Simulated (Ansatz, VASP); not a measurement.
## One calculation of Ca, two programs

```
CELL_PARAMETERS angstrom
3.50655 0.00000 0.00000
0.00000 3.50655 0.00000
0.00000 0.00000 3.50655
ATOMIC_POSITIONS crystal
Ca 0.00000 0.00000 0.00000
```

Alike in both runs: task single point; functional r2SCAN; k mesh 9 × 9 × 9; occupations fermi-dirac, width 0.1 eV; non-collinear spin, spin-orbit coupling.

|  | VASP | Ansatz |
| --- | --- | --- |
| version | VASP 6.6.1 | Ansatz 0.2.0 |
| potentials or method | VASP PAW PBE potentials, release 64 (Ca_sv), cutoff 520 eV | plane waves (500 eV) with PAW, fully relativistic with spin-orbit coupling |
| valence electrons in the cell | 10 | 10 |

|  | VASP | Ansatz | Ansatz less VASP |
| --- | --- | --- | --- |
| net moment per atom (μB) | 0.00 | 0.00 | 0.000 |

VASP's potentials were made for PBE, not for r2SCAN.
